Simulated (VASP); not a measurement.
Input of a VASP 6.6.1 run:

File INCAR:

```
SYSTEM = K2Rb3
ALGO     = Fast           ! electronic algorithm
EDIFF    = 1E-6           ! SCF threshold, eV
ENCUT    = 520            ! plane-wave cutoff, eV
GGA      = PE             ! functional
ISIF     = 2              ! what is computed and relaxed
ISMEAR   = 0              ! smearing method
LASPH    = .TRUE.         ! aspherical terms in the spheres
LCHARG   = .FALSE.        ! write CHGCAR
LREAL    = .FALSE.        ! projectors in reciprocal space
LWAVE    = .FALSE.        ! write WAVECAR
NBANDS   = 30             ! bands
NELM     = 100            ! most SCF steps
PREC     = Accurate       ! precision mode
SIGMA    = 0.1            ! smearing width, eV
```

The input KPOINTS:

```
k-points
0
G
  4 4 4
  0 0 0
```

Contents of POSCAR:

```
K2Rb3
1.0
    8.0117907736      0.0000000000      0.0000000000
    0.0000000000      8.0117907736      0.0000000000
    0.0000000000      0.0000000000      8.0117907736
K Rb
2 3
Direct
    0.5000000000      0.5000000000      0.5000000000
    0.0000000000      0.0000000000      0.0000000000
    0.5000000000      0.0000000000      0.0000000000
    0.0000000000      0.5000000000      0.0000000000
    0.0000000000      0.0000000000      0.5000000000
```

Potentials or basis: VASP PAW PBE potentials, release 64 (K_sv, Rb_sv).

Launch:

```console
$ cat potpaw_PBE.64/K_sv/POTCAR potpaw_PBE.64/Rb_sv/POTCAR > POTCAR
$ mpirun -np 1 vasp_std > vasp.out
```

Task: What does it give for the pressure?

Result: 0.0 GPa.
